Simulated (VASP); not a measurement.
## Ca: single point with r2SCAN

Crystal: Ca.

```
CELL_PARAMETERS angstrom
3.98827 0.00000 0.00000
-1.99414 3.45395 0.00000
0.00000 0.00000 6.55956
ATOMIC_POSITIONS crystal
Ca 0.33333 0.66667 0.25000
Ca 0.66667 0.33333 0.75000
```

This cell differs from its parent crystal: volume scaled by 1.04.

```yaml
Program: VASP 6.6.1
Task: single point
Functional: r2SCAN
Potentials_or_basis: VASP PAW PBE potentials, release 64 (Ca_sv)
Cutoff: 520 eV
k_mesh: 10 × 10 × 6
Occupations: fermi-dirac, width 0.1 eV
Spin: no spin polarisation
```

* Pressure: -0.6 GPa
* Band gap on the k mesh: zero (band 10 reaches 1.99 eV, above the bottom of band 11 at 1.37 eV)

Stress tensor (GPa, compression positive):
```
-0.58  0.00  0.00
 0.00 -0.58  0.00
 0.00  0.00 -0.66
```

Levels at points of the mesh, in eV from the Fermi level:
```csv
k point,band 6,band 7,band 8,band 9,band 10,band 11,band 12,band 13,band 14,band 15
"(0.00, 0.00, 0.00)",-24.01,-24.01,-24.01,-4.22,-1.00,-0.41,2.52,2.55,2.55,2.85
"(0.50, 0.00, 0.00)",-24.06,-24.03,-24.03,-1.13,-0.82,0.33,0.53,1.45,2.03,2.47
"(0.00, 0.00, 0.50)",-24.02,-24.02,-24.02,-3.20,-3.20,1.55,1.55,2.54,2.54,2.54
"(0.50, 0.00, 0.50)",-24.04,-24.04,-24.04,-0.62,-0.62,-0.02,-0.02,1.65,1.65,3.11
```

Run time: 5.4 min on 1 thread of Oxide Virtual Turin-like Processor (shared host), peak memory 0.22 GiB.

Caveat: the PAW data sets were made with another functional, which shifts forces and pressure a little.
